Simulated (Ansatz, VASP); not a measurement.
## Ca in VASP and in Ansatz

INCAR

```
PREC     = Accurate       # precision mode
ENCUT    = 520            # plane-wave cutoff, eV
EDIFF    = 1E-6           # SCF threshold, eV
ISMEAR   = -1             # smearing method
SIGMA    = 0.05           # smearing width, eV
LREAL    = False          # projectors in reciprocal space
LASPH    = True           # aspherical terms in the spheres
NELM     = 80             # most SCF steps
ALGO     = Normal         # electronic algorithm
ISIF     = 2              # what is computed and relaxed
LWAVE    = False          # write WAVECAR
LCHARG   = False          # write CHGCAR
GGA      = PS             # functional
NBANDS   = 11             # bands
```

KPOINTS

```
regular mesh
0
Gamma
  11 11 11
```

Contents of POSCAR:

```
Ca
1.0
    0.0000000000      2.8490021484      2.8490021484
    2.8490021484      0.0000000000      2.8490021484
    2.8490021484      2.8490021484      0.0000000000
Ca
1
Direct
    0.0000000000      0.0000000000      0.0000000000
```

Input for Ansatz:

```yaml
crystal:
  lattice:
    - [0.0, 2.8490021484, 2.8490021484]
    - [2.8490021484, 0.0, 2.8490021484]
    - [2.8490021484, 2.8490021484, 0.0]
  atoms:
    - { symbol: Ca, position: [0.0, 0.0, 0.0] }
kpoints:
  mp_grid: { grid: [11, 11, 11] }
  band_path:
    path:
      - [0.0, 0.0, 0.0]
      - [0.5, 0.0, 0.5]
      - [0.625, 0.25, 0.625]
      - [0.375, 0.375, 0.75]
      - [0.0, 0.0, 0.0]
      - [0.5, 0.5, 0.5]
      - [0.5, 0.25, 0.75]
      - [0.5, 0.0, 0.5]
    npoints: 5
scf:
  occupations: { method: fermi_dirac, width: 0.05 }
hamiltonian:
  xc: pbesol
  pseudopotentials: { kind: all_electron, lapw: { basis_error: 0.001 } }
output:
  forces: true
  stress: true
  eigenvalues: true
```

Change from the starting cell: volume scaled by 1.06.

Alike in both runs: task single point; functional PBEsol; k mesh 11 × 11 × 11; occupations fermi-dirac, width 0.05 eV; no spin polarisation.

|  | VASP | Ansatz |
| --- | --- | --- |
| version | VASP 6.6.1 | Ansatz 0.2.0 |
| potentials or method | VASP PAW PBE potentials, release 64 (Ca_sv), cutoff 520 eV | all-electron LAPW, scalar-relativistic |

```csv
,VASP,Ansatz,Ansatz less VASP
pressure (GPa),-1.9,-1.9,+0.01
```

VASP's potentials were made for PBE, not for PBEsol. Ansatz ran all-electron here, and VASP with PAW potentials.
